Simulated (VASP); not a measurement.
Wanted: the native input for a VASP 6.6.1 run.

- Task: single point
- Functional: PBE
- Potentials or basis: VASP PAW PBE potentials, release 64 (Cd, Te)
- Cutoff: 520 eV
- k mesh: 8 × 8 × 8
- Occupations: gaussian, width 0.05 eV
- Spin: no spin polarisation
- Dipole correction: no
- Further INCAR settings: ALGO = Normal; EDIFF = 1e-06; NBANDS = 16

The structure of CdTe lies in POSCAR:

```
CdTe
1.0
    0.0000000000      3.1569250000      3.3011500000
    3.1569250000      0.0000000000      3.3011500000
    3.1569250000      3.1569250000      0.0000000000
Cd Te
1 1
Direct
    0.0000000000      0.0000000000      0.0000000000
    0.7500000000      0.7500000000      0.7500000000
```

This cell differs from its parent crystal: strain -0.015 along x and y, +0.030 along z.

These files were run (other wordings do the same):

INCAR

```
SYSTEM = CdTe
  ALGO = Normal
  EDIFF = 1E-6
  ENCUT = 520
  GGA = PE
  ISIF = 2
  ISMEAR = 0
  LASPH = .True.
  LCHARG = .False.
  LREAL = .False.
  LWAVE = .False.
  NBANDS = 16
  NELM = 80
  PREC = Accurate
  SIGMA = 0.05
```

KPOINTS

```
k-points
0
Gamma
  8 8 8
  0 0 0
```

Potentials or basis: VASP PAW PBE potentials, release 64 (Cd, Te).

Launch:

```sh
$ cat potpaw_PBE.64/Cd/POTCAR potpaw_PBE.64/Te/POTCAR > POTCAR
$ mpirun -np 1 vasp_std > vasp.out
```

It gave:

```
Pressure               : 4.4 GPa
Band gap on the k mesh : 0.81 eV
```

Caveat: the cell differs from its parent crystal (strain -0.015 along x and y, +0.030 along z); the cell stands under pressure; spin-orbit coupling is left out, which moves the levels of the heavy elements.

Run time: 88 s on 1 thread of Intel Xeon 8259CL, with other jobs on the host, peak memory 0.24 GiB.
